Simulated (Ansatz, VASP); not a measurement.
**Two plane-wave programs on Co**

```
Co
1.0
     2.26012    0.00000    0.00000
     0.00000    2.26012    0.00000
     0.00000    0.00000    2.26012
Co
1
Direct
  0.00000 0.00000 0.00000
```

Alike in both runs: task single point; functional revPBE; k mesh 15 × 15 × 15; occupations fermi-dirac, width 0.05 eV; collinear spin.

|  | VASP | Ansatz |
| --- | --- | --- |
| version | VASP 6.6.1 | Ansatz 0.2.0 |
| potentials or method | VASP PAW PBE potentials, release 64 (Co), cutoff 520 eV | plane waves (420 eV) with PAW, scalar-relativistic |
| valence electrons in the cell | 9 | 17 |

|  | VASP | Ansatz | Ansatz less VASP |
| --- | --- | --- | --- |
| pressure (GPa) | 20.4 | 21.6 | +1.20 |
| net moment per atom (μB) | 1.70 | 1.71 | +0.013 |
| size of the moment on the site where the two differ most (μB) | 1.70 | 1.72 | +0.019 |

VASP's potentials were made for PBE, not for revPBE. Site moments also hang on the region over which each program counts them. VASP's potentials hold 9 valence electrons a cell and Ansatz's 17, so a difference there can come from the potentials and not from the codes.
